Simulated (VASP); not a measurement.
Wanted: the native input for a VASP 6.6.1 run.

| Property | Result |
| --- | --- |
| Task | single point |
| Functional | PBEsol |
| Potentials or basis | VASP PAW PBE potentials, release 64 (Ge_d) |
| Cutoff | 520 eV |
| k mesh | 6 × 6 × 6 |
| Occupations | gaussian, width 0.01 eV |
| Spin | no spin polarisation |
| Dipole correction | no |
| Further INCAR settings | ALGO = Normal; EDIFF = 1e-07; NBANDS = 21 |

The structure of Ge lies in POSCAR:

```
Ge
1.0
    0.0000000000      2.7809531083      2.7809531083
    2.7809531083      0.0000000000      2.7809531083
    2.7809531083      2.7809531083      0.0000000000
Ge
2
Direct
    0.0000000000      0.0000000000      0.0000000000
    0.2500000000      0.2500000000      0.2500000000
```

The input as run:

INCAR

```
PREC     = Accurate       # precision mode
ENCUT    = 520            # plane-wave cutoff, eV
EDIFF    = 1E-7           # SCF threshold, eV
ISMEAR   = 0              # smearing method
SIGMA    = 0.01           # smearing width, eV
LREAL    = F              # projectors in reciprocal space
LASPH    = T              # aspherical terms in the spheres
NELM     = 80             # most SCF steps
ALGO     = Normal         # electronic algorithm
ISIF     = 2              # what is computed and relaxed
LWAVE    = F              # write WAVECAR
LCHARG   = F              # write CHGCAR
GGA      = PS             # functional
NBANDS   = 21             # bands
```

KPOINTS

```
Automatic mesh
0
Gamma
  6 6 6
```

Potentials or basis: VASP PAW PBE potentials, release 64 (Ge_d).

Run with:

```console
$ cat potpaw_PBE.64/Ge_d/POTCAR > POTCAR
$ mpirun -np 1 vasp_std > vasp.out
```

It gave:

```yaml
Pressure: 4.5 GPa
Band_gap_on_the_k_mesh: 0.28 eV, indirect (least direct gap 0.47 eV)
```

Caveat: the PAW data sets were made with another functional, which shifts forces and pressure a little.

Run time: 12 s on 1 thread of AMD EPYC 7R43 64-Core Processor (Zen 3) (shared host), peak memory 0.13 GiB.
